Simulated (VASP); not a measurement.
Crystal: Cl.

```
Cl
1.0
     3.15555   -2.02672    0.00000
     3.15555    2.02672    0.00000
     0.00000    0.00000    8.22558
Cl
4
Direct
  0.87823 0.12177 0.60674
  0.12177 0.87823 0.39326
  0.62177 0.37823 0.10674
  0.37823 0.62177 0.89326
```

This cell differs from its parent crystal: strain +1.0%.

Base run:

```yaml
Program: VASP 6.6.1
Functional: PBE
Potentials_or_basis: VASP PAW PBE potentials, release 64 (Cl)
Cutoff: 520 eV
k_mesh: 8 × 8 × 4
Occupations: fermi-dirac, width 0.02 eV
Spin: no spin polarisation
```

Its results: band gap on the k mesh 2.25 eV; pressure 1.4 GPa; largest force 0.035 eV/Å.

**Question.** The run is repeated on the same cell with these changes: functional from PBE to r2SCAN; occupations from fermi-dirac, width 0.02 eV to gaussian, width 0.01 eV. What comes out?

**Answer.** Band gap on the k mesh 2.59 eV; pressure -0.1 GPa; largest force 0.232 eV/Å.

Caveats: this functional lacks dispersion, which holds the molecules together, so the pressure and a relaxed volume are unreliable (at least some runs); the PAW data sets were made with another functional, which shifts forces and pressure a little (at least some runs).

A k mesh can miss the band edges.
